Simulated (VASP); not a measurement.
# Te (Pm-3m) in VASP: a series of runs, part 2 of 2

VASP 6.6.1.

### 3 Single point, LDA (volume scaled by 0.45)

Input file INCAR:

```
SYSTEM = Te
  PREC = Accurate
  ENCUT = 520
  EDIFF = 1E-6
  ISMEAR = -1
  SIGMA = 0.1
  LREAL = .False.
  LASPH = .True.
  NELM = 80
  ALGO = Normal
  ISIF = 2
  LWAVE = .False.
  LCHARG = .False.
  NBANDS = 9
```

Input file KPOINTS:

```
regular mesh
0
Gamma
  12 12 12
  0 0 0
```

Input file POSCAR:

```
Te
1.0
    2.4020440411      0.0000000000      0.0000000000
    0.0000000000      2.4020440411      0.0000000000
    0.0000000000      0.0000000000      2.4020440411
Te
1
Direct
    0.0000000000      0.0000000000      0.0000000000
```

Potentials or basis: VASP PAW LDA potentials, release 64 (Te).

Started as:

```bash
cat potpaw_LDA.64/Te/POTCAR > POTCAR
mpirun -np 1 vasp_std > vasp.out
```

Run time: 5.5 s. Hardware: 1 thread of Intel Xeon 6975P-C, shared host; peak memory 0.12 GiB.

It converged, with:

```
Free energy            : 3.0783 eV
Pressure               : 259.8 GPa
Band gap on the k mesh : zero (band 3 reaches 29.96 eV, above the bottom of band 4 at 19.42 eV)
```

Levels at points of the mesh, in eV from the Fermi level:
```csv
k point,band 1,band 2,band 3,band 4,band 5,band 6,band 7
"(0.00, 0.00, 0.00)",-23.82,2.21,2.21,2.21,5.98,5.98,11.60
"(0.50, 0.00, 0.00)",-17.77,-14.95,7.41,7.41,8.83,9.82,9.84
"(0.50, 0.50, 0.00)",-10.80,-10.67,-10.67,-3.13,12.57,12.57,14.68
"(0.50, 0.50, 0.50)",-6.39,-6.39,-6.39,-1.56,1.67,1.67,1.67
```

Caveat: spin-orbit coupling is left out, which moves the levels of the heavy elements.

### 4 Single point, LDA (volume scaled by 0.55)

Input file INCAR:

```
ALGO = Normal ; EDIFF = 1E-6
ENCUT = 520 ; GGA = CA
ISIF = 2 ; ISMEAR = -1
LASPH = T ; LCHARG = F
LREAL = F ; LWAVE = F
NBANDS = 9 ; NELM = 60
PREC = Accurate ; SIGMA = 0.1
```

Input file KPOINTS:

```
k-points
0
Gamma
  12 12 12
```

Input file POSCAR:

```
Te
1.0
    2.5682129080      0.0000000000      0.0000000000
    0.0000000000      2.5682129080      0.0000000000
    0.0000000000      0.0000000000      2.5682129080
Te
1
Direct
    0.0000000000      0.0000000000      0.0000000000
```

Potentials or basis: VASP PAW LDA potentials, release 64 (Te).

Started as:

```bash
cat potpaw_LDA.64/Te/POTCAR > POTCAR
mpirun -np 1 vasp_std > vasp.out
```

OUTCAR:

```text
EDIFF = 1E-6
   ENCUT = 520
   GGA = CA
   ISIF = 2
   ISMEAR = -1
   LASPH = T
   LREAL = F
   NELM = 60
   PREC = Accurate

 ion  position               nearest neighbor table
   1  0.000  0.000  0.000-

  LATTYP: Found a simple cubic cell.
 ALAT       =     2.5682129080

  Lattice vectors:

 A1 = (   2.5682129080,   0.0000000000,   0.0000000000)
 A2 = (   0.0000000000,   2.5682129080,   0.0000000000)
 A3 = (   0.0000000000,   0.0000000000,   2.5682129080)

Analysis of symmetry for initial positions (statically):
[... 456 lines left out ...]
      1       3.3967      2.00000
      2       8.6633      2.00000
      3      12.4044      2.00000
      4      18.9183      0.00009
      5      26.1066      0.00000
      6      28.6374      0.00000
      7      30.8571      0.00000
      8      31.9116      0.00000
      9      34.3342      0.00000

 [... further k-points ...]
[... 5 lines left out ...]
  --------------------------------------------------------------------------------------
  -------------------------------------------------------------------------------------
  Total       13.4054128     13.4054128     13.4054128     -0.0000000     -0.0000000     -0.0000000
  in kB     1267.9370727   1267.9370727   1267.9370727     -0.0000000     -0.0000000     -0.0000000
  external PRESSURE =    1267.9370727 kB  Pullay stress =       0.0000000 kB

 VOLUME and BASIS-vectors are now :
 -----------------------------------------------------------------------------
  energy-cutoff  :      520.00
  volume of cell :       16.94
      direct lattice vectors                 reciprocal lattice vectors
     2.568212908  0.000000000  0.000000000     0.389375817  0.000000000  0.000000000
     0.000000000  2.568212908  0.000000000     0.000000000  0.389375817  0.000000000
     0.000000000  0.000000000  2.568212908     0.000000000  0.000000000  0.389375817

 POSITION                                       TOTAL-FORCE (eV/Angst)
 -----------------------------------------------------------------------------------
      0.00000      0.00000      0.00000         0.000000      0.000000      0.000000
 -----------------------------------------------------------------------------------
    total drift:                               -0.000000     -0.000000      0.000000

  FREE ENERGIE OF THE ION-ELECTRON SYSTEM (eV)
  ---------------------------------------------------
  free  energy   TOTEN  =        -0.4483587673 eV

  energy  without entropy=       -0.4334984535  energy(sigma->0) =       -0.44092861
```

OSZICAR:

```text
N       E                     dE             d eps       ncg     rms          rms(c)
DAV:   1     0.142657405315E+02    0.14266E+02   -0.26988E+03  1528   0.547E+02
DAV:   2    -0.300640497731E+00   -0.14566E+02   -0.14142E+02  2141   0.791E+01
DAV:   3    -0.537111070973E+00   -0.23647E+00   -0.23491E+00  1914   0.101E+01
DAV:   4    -0.538077432008E+00   -0.96636E-03   -0.96604E-03  2035   0.728E-01
DAV:   5    -0.538082192098E+00   -0.47601E-05   -0.47606E-05  1907   0.353E-02    0.238E+01
DAV:   6    -0.475772575366E+00    0.62310E-01   -0.21783E-02  1778   0.755E-01    0.143E+01
DAV:   7    -0.449022938208E+00    0.26750E-01   -0.34010E-02  1814   0.961E-01    0.344E-01
DAV:   8    -0.448357777603E+00    0.66516E-03   -0.21415E-03  1713   0.269E-01    0.457E-02
DAV:   9    -0.448358734172E+00   -0.95657E-06   -0.40289E-05  2081   0.404E-02    0.298E-02
DAV:  10    -0.448358767334E+00   -0.33162E-07   -0.98584E-07  1569   0.612E-03
   1 F= -.44835877E+00 E0= -.44092861E+00  d E =-.148603E-01
```

Run time: 6.1 s. Hardware: 1 thread of Intel Xeon 6975P-C, shared host; peak memory 0.12 GiB.

Results:

- Free energy: -0.4484 eV
- Pressure: 126.8 GPa
- Band gap on the k mesh: zero (band 3 reaches 23.70 eV, above the bottom of band 4 at 13.48 eV)

Levels at points of the mesh, in eV from the Fermi level:
```tsv
k point	band 1	band 2	band 3	band 4	band 5	band 6	band 7	band 8
(0.00, 0.00, 0.00)	-20.95	1.79	1.79	1.79	5.51	5.51	9.88	19.96
(0.50, 0.00, 0.00)	-16.30	-12.61	5.78	5.78	8.75	9.61	9.83	11.73
(0.50, 0.50, 0.00)	-11.06	-9.15	-9.15	-2.01	10.65	12.64	12.64	14.71
(0.50, 0.50, 0.50)	-5.78	-5.78	-5.78	-4.44	2.05	2.05	2.05	3.64
```

Caveat: spin-orbit coupling is left out, which moves the levels of the heavy elements.

### 5 Single point, LDA (volume scaled by 0.65)

Input file INCAR:

```
PREC = Accurate
ENCUT = 520
EDIFF = 1E-6
ISMEAR = -1
SIGMA = 0.1
LREAL = F
LASPH = T
NELM = 100
ALGO = Normal
ISIF = 2
LWAVE = F
LCHARG = F
NBANDS = 9
```

Input file KPOINTS:

```
regular mesh
0
Gamma
  12 12 12
```

Input file POSCAR:

```
Te
1.0
    2.7152797463      0.0000000000      0.0000000000
    0.0000000000      2.7152797463      0.0000000000
    0.0000000000      0.0000000000      2.7152797463
Te
1
Direct
    0.0000000000      0.0000000000      0.0000000000
```

Started as:

```bash
cat potpaw_LDA.64/Te/POTCAR > POTCAR
mpirun -np 1 vasp_std > vasp.out
```

Run time: 6.1 s. Hardware: 1 thread of Intel Xeon 6975P-C, shared host; peak memory 0.13 GiB.

Results (log left out):

```yaml
Free_energy: -2.2250 eV
Pressure: 65.6 GPa
Band_gap_on_the_k_mesh: zero (band 3 reaches 19.14 eV, above the bottom of band 4 at 9.36 eV)
```

Levels at points of the mesh, in eV from the Fermi level:
| k point | band 1 | band 2 | band 3 | band 4 | band 5 | band 6 | band 7 | band 8 |
| --- | --- | --- | --- | --- | --- | --- | --- | --- |
| (0.00, 0.00, 0.00) | -18.77 | 1.53 | 1.53 | 1.53 | 5.41 | 5.41 | 8.68 | 19.48 |
| (0.50, 0.00, 0.00) | -15.07 | -10.75 | 4.66 | 4.66 | 8.22 | 9.80 | 10.15 | 11.24 |
| (0.50, 0.50, 0.00) | -10.98 | -7.87 | -7.87 | -0.98 | 8.14 | 12.64 | 12.64 | 13.88 |
| (0.50, 0.50, 0.50) | -6.07 | -5.12 | -5.12 | -5.12 | 2.54 | 2.54 | 2.54 | 4.63 |

Caveat: spin-orbit coupling is left out, which moves the levels of the heavy elements.

### 6 Summary

| cell | gap on the mesh (eV) | pressure (GPa) |
| --- | --- | --- |
| a = 2.310 Å, 1 atom | none | 388.6 |
| a = 2.402 Å, 1 atom | none | 259.8 |
| a = 2.568 Å, 1 atom | none | 126.8 |
| a = 2.715 Å, 1 atom | none | 65.6 |

Alike in all rows: task single point; level LDA; potentials or basis VASP PAW LDA potentials, release 64 (Te); no spin polarisation; k mesh 12 × 12 × 12; cutoff (eV) 520; smearing fermi-dirac 0.1 eV.

Caveats: spin-orbit coupling is left out, which moves the levels of the heavy elements.

Total energies depend on the potentials used, so only differences within one code and one set of settings carry meaning.
